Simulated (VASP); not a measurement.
Wanted: the native input for a VASP 6.6.1 run.

```yaml
Task: relaxation of cell and atoms
Functional: PBE
Potentials_or_basis: VASP PAW PBE potentials, release 64 (K_sv, Mg, F)
Cutoff: 600 eV
k_mesh: 6 × 6 × 6
Occupations: gaussian, width 0.01 eV
Spin: no spin polarisation
Target_pressure: 10 GPa
Dipole_correction: no
Further_INCAR_settings: ALGO = Normal; EDIFF = 1e-07; IBRION = 2; EDIFFG = -0.03; NSW = 80; ISIF = 3
```

The structure of KMgF3 lies in POSCAR:

```
KMgF3
1.0
    3.9859000000      0.0000000000      0.0000000000
    0.0000000000      3.9859000000      0.0000000000
    0.0000000000      0.0000000000      3.9859000000
K Mg F
1 1 3
Direct
    0.5000000000      0.5000000000      0.5000000000
    0.0000000000      0.0000000000      0.0000000000
    0.5000000000      0.0000000000      0.0000000000
    0.0000000000      0.5000000000      0.0000000000
    0.0000000000      0.0000000000      0.5000000000
```

The input as run:

INCAR

```
SYSTEM = KMgF3
PREC = Accurate
ENCUT = 600
EDIFF = 1E-7
ISMEAR = 0
SIGMA = 0.01
LREAL = .False.
LASPH = .True.
NELM = 60
ALGO = Normal
ISIF = 3
LWAVE = .False.
LCHARG = .False.
GGA = PE
IBRION = 2
NSW = 80
EDIFFG = -0.03
PSTRESS = 100.0
```

KPOINTS

```
Automatic mesh
0
Gamma
  6 6 6
  0 0 0
```

Potentials or basis: VASP PAW PBE potentials, release 64 (K_sv, Mg, F).

The run is started by

```bash
$ cat potpaw_PBE.64/K_sv/POTCAR potpaw_PBE.64/Mg/POTCAR potpaw_PBE.64/F/POTCAR > POTCAR
$ mpirun -np 1 vasp_std > vasp.out
```

Results of the run:

```
Relaxed volume                                             : 11.79 Å³/atom
Relaxed cell                                               : a = 3.892 Å, b = 3.892 Å, c = 3.892 Å, α = 90.00°, β = 90.00°, γ = 90.00°
Space group after relaxing (to 0.1 Å)                      : Pm-3m (No. 221)
Energy change on relaxing (the run minimises the enthalpy) : +34.9 meV/atom
Ionic steps                                                : 3
Pressure after relaxing                                    : 10.0 GPa
Band gap on the k mesh                                     : 7.87 eV (least direct gap 8.19 eV)
```

Caveat: the cell is relaxed towards a set pressure, so the run minimises the enthalpy, not the energy.

Run time: 110 s on 1 thread of Intel Xeon 8259CL, with other jobs on the host, peak memory 0.2 GiB.
